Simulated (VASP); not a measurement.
# B3HN3 in VASP: relaxation of the atoms with PBE+D3(BJ)

Aim: the relaxation of the atoms of B3HN3 with PBE+D3(BJ).

Everything below comes from runs of VASP 6.6.1. Logs are shortened: lines on timing, memory, paths and dates and some standing lists are left out, and cuts for length are marked.

## 1. The cell of the first run

The cell holds a slab with vacuum, 7 atoms: a = 2.506 Å, b = 2.506 Å, c = 25.617 Å, α = 90.00°, β = 90.00°, γ = 120.00°.

## 2. Relaxation of the atoms, PBE+D3(BJ), collinear spin

File INCAR:

```
SYSTEM = B3HN3
PREC     = Accurate       ! precision mode
ENCUT    = 520            ! plane-wave cutoff, eV
EDIFF    = 1E-6           ! SCF threshold, eV
ISMEAR   = 0              ! smearing method
SIGMA    = 0.05           ! smearing width, eV
LREAL    = .False.        ! projectors in reciprocal space
LASPH    = .True.         ! aspherical terms in the spheres
NELM     = 150            ! most SCF steps
ALGO     = Normal         ! electronic algorithm
ISIF     = 2              ! what is computed and relaxed
LWAVE    = .False.        ! write WAVECAR
LCHARG   = .False.        ! write CHGCAR
ISPIN    = 2              ! spin polarisation
MAGMOM   = 0 0 0 0 0 0 1  ! initial moments
LORBIT   = 11             ! projections on sites
LDIPOL   = .True.       
IDIPOL   = 3            
DIPOL    = 0.5 0.5 0.485
GGA      = PE             ! functional
IVDW     = 12             ! dispersion correction
IBRION   = 2              ! ionic algorithm
NSW      = 45             ! ionic steps
EDIFFG   = -0.02          ! ionic threshold
KPAR     = 2
```

File KPOINTS:

```
Automatic mesh
0
Gamma
  12 12 1
  0 0 0
```

File POSCAR:

```
B3HN3
1.0
    2.5064381600      0.0000000000      0.0000000000
   -1.2532190800      2.1706391196      0.0000000000
    0.0000000000      0.0000000000     25.6168458209
B N H
3 3 1
Selective dynamics
Direct
    0.3333333333      0.6666666667      0.3318129039  F F F
    0.6666666667      0.3333333333      0.4609631878  F F F
    0.3333333333      0.6666666667      0.5901134717  F F F
    0.6666666667      0.3333333333      0.3318129039  F F F
    0.3333333333      0.6666666667      0.4609631878  F F F
    0.6666666667      0.3333333333      0.5901134717  F F F
    0.6666666667      1.3333333333      0.6299310201  F F T
```

Potentials or basis: VASP PAW PBE potentials, release 64 (B, N, H).

Command:

```sh
$ cat potpaw_PBE.64/B/POTCAR potpaw_PBE.64/N/POTCAR potpaw_PBE.64/H/POTCAR > POTCAR
$ mpirun -np 2 vasp_std > vasp.out
```

OUTCAR:

```text
SYSTEM = B3HN3
   PREC = Accurate
   ENCUT = 520
   EDIFF = 1E-6
   ISMEAR = 0
   LREAL = .False.
   LASPH = .True.
   NELM = 150
   ISIF = 2
   ISPIN = 2
   LORBIT = 11
   GGA = PE
   IVDW = 12
   IBRION = 2
   NSW = 45
   EDIFFG = -0.02
 IVDW          = 12

 ion  position               nearest neighbor table
   1  0.333  0.667  0.332-   4 1.45   4 1.45   4 1.45
   2  0.667  0.333  0.461-   5 1.45   5 1.45   5 1.45
   3  0.333  0.667  0.590-   6 1.45   6 1.45   6 1.45
   4  0.667  0.333  0.332-   1 1.45   1 1.45   1 1.45
   5  0.333  0.667  0.461-   2 1.45   2 1.45   2 1.45
   6  0.667  0.333  0.590-   7 1.02   3 1.45   3 1.45   3 1.45
   7  0.667  0.333  0.630-   6 1.02

  LATTYP: Found a hexagonal cell.
 ALAT       =     2.5064381600
 C/A-ratio  =    10.2204180537

  Lattice vectors:

 A1 = (   2.5064381600,   0.0000000000,   0.0000000000)
 A2 = (  -1.2532190800,   2.1706391196,   0.0000000000)
 A3 = (   0.0000000000,   0.0000000000,  25.6168458209)

Analysis of symmetry for initial positions (statically):
=====================================================================
 Subroutine PRICEL returns:
 Original cell was already a primitive cell.

 Routine SETGRP: Setting up the symmetry group for a
 hexagonal supercell.

 Subroutine GETGRP returns: Found  6 space group operations
 (whereof  6 operations were pure point group operations)
 out of a pool of 24 trial point group operations.

The static configuration has the point symmetry C_3v.

Analysis of symmetry for dynamics (positions and initial velocities):
=====================================================================
 Subroutine PRICEL returns:
 Original cell was already a primitive cell.

 Routine SETGRP: Setting up the symmetry group for a
 hexagonal supercell.

 Subroutine GETGRP returns: Found  6 space group operations
 (whereof  6 operations were pure point group operations)
 out of a pool of 24 trial point group operations.

The dynamic configuration has the point symmetry C_3v.

Analysis of constrained symmetry for selective dynamics:
=====================================================================
 Subroutine PRICEL returns:
 Original cell was already a primitive cell.

 Routine SETGRP: Setting up the symmetry group for a
 hexagonal supercell.

 Subroutine GETGRP returns: Found  6 space group operations
 (whereof  6 operations were pure point group operations)
 out of a pool of 24 trial point group operations.

The constrained configuration has the point symmetry C_3v.

Analysis of structural, dynamic, and magnetic symmetry:
=====================================================================
 Subroutine PRICEL returns:
 Original cell was already a primitive cell.

 Routine SETGRP: Setting up the symmetry group for a
 hexagonal supercell.

 Subroutine GETGRP returns: Found  6 space group operations
 (whereof  6 operations were pure point group operations)
 out of a pool of 24 trial point group operations.

The overall configuration has the point symmetry C_3v.

 Subroutine INISYM returns: Found  6 space group operations
 (whereof  6 operations are pure point group operations),
 and found     1 'primitive' translations

----------------------------------------------------------------------------------------

                                     Primitive cell

  volume of cell :     139.3703

  direct lattice vectors                    reciprocal lattice vectors
     2.506438160  0.000000000  0.000000000     0.398972540  0.230346904  0.000000000
    -1.253219080  2.170639120  0.000000000     0.000000000  0.460693807  0.000000000
     0.000000000  0.000000000 25.616845821     0.000000000  0.000000000  0.039036812

  length of vectors
     2.506438160  2.506438160 25.616845821     0.460693807  0.460693807  0.039036812

  position of ions in fractional coordinates (direct lattice)
[... 79 lines left out ...]
   LSORBIT =      F    spin-orbit coupling
   LASPH  =      T    aspherical Exc in radial PAW
   ENCUT  =  520.0 eV  38.22 Ry    6.18 a.u.   4.66  4.66 47.63*2*pi/ulx,y,z
   NELM   =    150;   NELMIN=  2; NELMDL= -5     # of ELM steps
   EDIFF  = 0.1E-05   stopping-criterion for ELM
   LREAL  =      F    real-space projection
   EDIFFG = -.2E-01   stopping-criterion for IOM
   NSW    =     45    number of steps for IOM
   IBRION =      2    ionic relax: 0-MD 1-quasi-New 2-CG
   NFREE  =      1    steps in history (QN), initial steepest desc. (CG)
   ISIF   =      2    stress and relaxation
   ISYM   =      2    0-nonsym 1-usesym 2-fastsym
   POTIM  = 0.5000    time-step for ionic-motion
   TEBEG  =    0.0;   TEEND  =   0.0 temperature during run
   PSTRESS=    0.0 pullay stress
   NELECT =      25.0000    total number of electrons
   NUPDOWN=      -1.0000    fix difference up-down
   EMIN   =  10.00;   EMAX   =-10.00  energy-range for DOS
   EFERMI =   0.00;   METHOD = LEGACY
   ISMEAR =     0;   SIGMA  =   0.05  broadening in eV -4-tet -1-fermi 0-gaus
   EFERMI_NEDOS =   21; number of points for ismear=-14 and -15
   IALGO  =     38    algorithm
   IMIX   =      4    mixing-type and parameters
     AMIX     =   0.40;   BMIX     =  1.00
     AMIX_MAG =   1.60;   BMIX_MAG =  1.00
  volume/ion in A,a.u.               =      19.91       134.36
  Fermi-wavevector in a.u.,A,eV,Ry     =   0.923276  1.744738 11.598124  0.852438
  Thomas-Fermi vector in A             =   2.048895
   LORBIT       =     11    0 simple, 1 ext, 2 COOP (PROOUT), +10 PAW based schemes
   GGA     = PE    functional components
   LHFCALC =     F    Hartree Fock is set to
   AEXX    =    0.0000 exact exchange contribution
   IVDW    =    12    specifies the selected vdW correction
   LEPSILON=     F    determine dielectric tensor
   LRPA    =     F    only Hartree local field effects (RPA)
 conjugate gradient relaxation of ions
 spin polarized calculation
 Gauss-broadening in eV      SIGMA  =   0.05
  energy-cutoff  :      520.00
  volume of cell :      139.37
 maximum number of plane-waves:      3791
 NGX is ok and might be reduce to    20
   NGX =  9   NGY =  9   NGZ = 95

 dipolmoment           0.000000      0.000000     -0.001232 electrons x Angstroem

--------------------------------------- Ionic step        1  -------------------------------------------

 number of electron      24.9999999 magnetization       0.6158738

 Free energy of the ion-electron system (eV)
  ---------------------------------------------------
  ext. energy  EPLUGINS =         0.00000000
  ---------------------------------------------------
  free energy    TOTEN  =       -52.26729321 eV

  energy without entropy =      -52.26626802  energy(sigma->0) =      -52.26678062

------------------------ aborting loop EDIFF was not reached (unconverged)  ----------------------------

 Edisp (eV)   -0.79157

 E8    (eV) :    -0.2346

  FORCE on cell =-STRESS in cart. coord.  units (eV):
  Direction    XX          YY          ZZ          XY          YZ          ZX
  --------------------------------------------------------------------------------------
  -------------------------------------------------------------------------------------
  Total       4.94240     4.94240     3.30809     0.00000     0.00000     0.00000
  in kB      56.81695    56.81695    38.02925     0.00000     0.00000     0.00000
  external pressure =       50.55 kB  Pullay stress =        0.00 kB
[... 163 lines left out ...]
--------------------------------------- Ionic step        5  -------------------------------------------

 number of electron      25.0000000 magnetization       0.1523248

 E-fermi :   0.0842     XC(G=0):  -4.6667

 val. band max:        0.0631725007   @ k =   0.3333   0.0833   0.0000
 cond. band min:       0.0907704887   @ k =   0.5000   0.0000   0.0000
 fundamental gap:      0.0275979879
 Fermi energy:         0.0841971612

 spin component 1

 k-point     1 :       0.0000    0.0000    0.0000
  band No.  band energies     occupation
      1     -22.2041      1.00000
      2     -21.5163      1.00000
      3     -21.3617      1.00000
      4     -10.5846      1.00000
      5      -9.4575      1.00000
      6      -8.4283      1.00000
[... 931 lines left out ...]
--------------------------------------- Ionic step        9  -------------------------------------------

 number of electron      25.0000000 magnetization       0.1528437

 dipolmoment           0.000000      0.000000      0.060550 electrons x Angstroem

 Free energy of the ion-electron system (eV)
  ---------------------------------------------------
  ext. energy  EPLUGINS =         0.00000000
  ---------------------------------------------------
  free energy    TOTEN  =       -53.80161372 eV

  energy without entropy =      -53.80087470  energy(sigma->0) =      -53.80124421

 E-fermi :  -1.7313     XC(G=0):  -4.8048

 val. band max:       -1.7655914311   @ k =   0.3333   0.0833   0.0000
 cond. band min:      -1.4010616784   @ k =   0.2500   0.1667   0.0000
 fundamental gap:      0.3645297527
 Fermi energy:        -1.7313315455

 spin component 1

 k-point     1 :       0.0000    0.0000    0.0000
  band No.  band energies     occupation
      1     -20.9191      1.00000
      2     -20.8003      1.00000
      3     -20.7022      1.00000
      4      -9.1542      1.00000
      5      -8.4964      1.00000
      6      -7.6761      1.00000
[... 742 lines left out ...]
      6     -10.9877      1.00000
[... 9 lines left out ...]
     16       1.6246      0.00000
     17       7.8411      0.00000

------------------------ aborting loop because EDIFF is reached ----------------------------------------

 vacuum level on the upper side and lower side of the slab       (xc-potential included)         0.880        -1.052

 Edisp (eV)   -0.78986

 E8    (eV) :    -0.2329

  FORCE on cell =-STRESS in cart. coord.  units (eV):
  Direction    XX          YY          ZZ          XY          YZ          ZX
  --------------------------------------------------------------------------------------
  -------------------------------------------------------------------------------------
  Total      -1.16383    -1.16383     0.01659     0.00000     0.00000     0.00000
  in kB     -13.37920   -13.37920     0.19069     0.00000     0.00000     0.00000
  external pressure =       -8.86 kB  Pullay stress =        0.00 kB
[... 22 lines left out ...]
  FREE ENERGIE OF THE ION-ELECTRON SYSTEM (eV)
  ---------------------------------------------------
  free  energy   TOTEN  =       -54.5914761069 eV

  energy  without entropy=      -54.5907370898  energy(sigma->0) =      -54.59110660

 reached required accuracy - stopping structural energy minimisation

 vacuum level on the upper side and lower side of the slab         4.619         2.617

 total charge

# of ion       s       p       d       tot
------------------------------------------
    1        0.743   1.423   0.000   2.166
    2        0.743   1.422   0.000   2.165
    3        0.743   1.416   0.000   2.159
    4        1.225   2.794   0.000   4.019
    5        1.225   2.795   0.000   4.021
    6        1.229   2.785   0.000   4.014
    7        0.334   0.001   0.000   0.336
--------------------------------------------------
tot          6.243  12.637   0.000  18.880

 magnetization (x)

# of ion       s       p       d       tot
------------------------------------------
    1        0.000  -0.000   0.000  -0.000
    2       -0.000  -0.000   0.000  -0.000
    3        0.000   0.000   0.000   0.000
    4       -0.000   0.000   0.000   0.000
    5        0.000   0.000   0.000   0.000
    6        0.000   0.002   0.000   0.002
    7        0.063   0.000   0.000   0.064
--------------------------------------------------
tot          0.064   0.003   0.000   0.066
```

Run time: 19 min. Hardware: 2 MPI ranks of Intel Xeon Platinum 8259CL at 2.50GHz (Skylake/Cascade Lake), shared host; peak memory 0.38 GiB.

What came out:

* Free energy: -54.5915 eV
* Energy gained by relaxing: 218.9 meV/atom
* Ionic steps: 9
* Net moment: 0.15 μB per cell
* Site moments: B -0.00, +0.00 (each value once); N +0.00; H +0.06 μB
* Valence electrons inside the program's atomic spheres: B 2.17, 2.16 (each value once); N 4.02, 4.01 (each value once); H 0.34
* Dispersion energy per atom: -0.113 eV

The path:
| step | energy change (eV) | largest force on free atoms (eV/Å) | pressure (GPa) |
| --- | --- | --- | --- |
| 1 | 0.0000 | 3.4778 | 5.06 |
| 2 | -0.4192 | 1.3327 | 2.98 |
| 3 | -0.5019 | 0.9396 | 2.43 |
| 4 | -0.6835 | 1.4855 | 1.63 |
| 5 | -1.1268 | 1.5130 | 0.45 |
| 6 | -1.5209 | 0.1261 | -0.75 |
| 7 | -1.5266 | 0.0837 | -0.79 |
| 8 | -1.5321 | 0.0208 | -0.87 |
| 9 | -1.5326 | 0.0054 | -0.89 |

Final structure:
```cif
data_structure
_symmetry_space_group_name_H-M 'P 1'
_symmetry_Int_Tables_number 1
_cell_length_a 2.5064
_cell_length_b 2.5064
_cell_length_c 25.6168
_cell_angle_alpha 90.000
_cell_angle_beta 90.000
_cell_angle_gamma 120.000
_cell_volume 139.37
loop_
_atom_site_label
_atom_site_type_symbol
_atom_site_fract_x
_atom_site_fract_y
_atom_site_fract_z
_atom_site_occupancy
B1 B 0.33333 0.66667 0.33181 1
B2 B 0.66667 0.33333 0.46096 1
B3 B 0.33333 0.66667 0.59011 1
N1 N 0.66667 0.33333 0.33181 1
N2 N 0.33333 0.66667 0.46096 1
N3 N 0.66667 0.33333 0.59011 1
H1 H 0.66667 0.33333 0.68861 1
```
